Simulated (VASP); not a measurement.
Wanted: the native input for a VASP 6.6.1 run.

- Task: relaxation of cell and atoms
- Functional: PBEsol
- Potentials or basis: VASP PAW PBE potentials, release 64 (C)
- Cutoff: 600 eV
- k mesh: 12 × 12 × 12
- Occupations: fermi-dirac, width 0.02 eV
- Spin: no spin polarisation
- Dipole correction: no
- Further INCAR settings: ALGO = Normal; EDIFF = 1e-06; IBRION = 2; EDIFFG = -0.005; NSW = 80; ISIF = 3

The structure of C lies in POSCAR:

```
C
1.0
    0.0000000000      1.7857704569      1.7857704569
    1.7857704569      0.0000000000      1.7857704569
    1.7857704569      1.7857704569      0.0000000000
C
2
Direct
    0.0000000000      0.0000000000      0.0000000000
    0.2500000000      0.2500000000      0.2500000000
```

One way to write it, as run:

INCAR

```
SYSTEM = C
PREC = Accurate ; ENCUT = 600
EDIFF = 1E-6 ; ISMEAR = -1
SIGMA = 0.02 ; LREAL = .FALSE.
LASPH = .TRUE. ; NELM = 100
ALGO = Normal ; ISIF = 3
LWAVE = .FALSE. ; LCHARG = .FALSE.
GGA = PS ; IBRION = 2
NSW = 80 ; EDIFFG = -0.005
```

KPOINTS

```
Automatic mesh
0
G
  12 12 12
  0 0 0
```

Potentials or basis: VASP PAW PBE potentials, release 64 (C).

Command:

```bash
$ cat potpaw_PBE.64/C/POTCAR > POTCAR
$ mpirun -np 1 vasp_std > vasp.out
```

It gave:

The relaxed volume is 5.62 Å³/atom. The relaxed cell is a = 2.514 Å, b = 2.514 Å, c = 2.514 Å, α = 60.00°, β = 60.00°, γ = 60.00°. The space group after relaxing (to 0.05 Å) is Fd-3m (No. 227), the energy gained by relaxing is 1.5 meV/atom and the ionic steps are 3. The pressure after relaxing is 0.0 GPa and the band gap on the k mesh is 4.06 eV, indirect (least direct gap 5.57 eV).

Caveat: the PAW data sets were made with another functional, which shifts forces and pressure a little.

Run time: 8.5 s on 1 thread of Intel(R) Xeon(R) Platinum 8488C (Sapphire Rapids), on a shared host, peak memory 0.11 GiB.
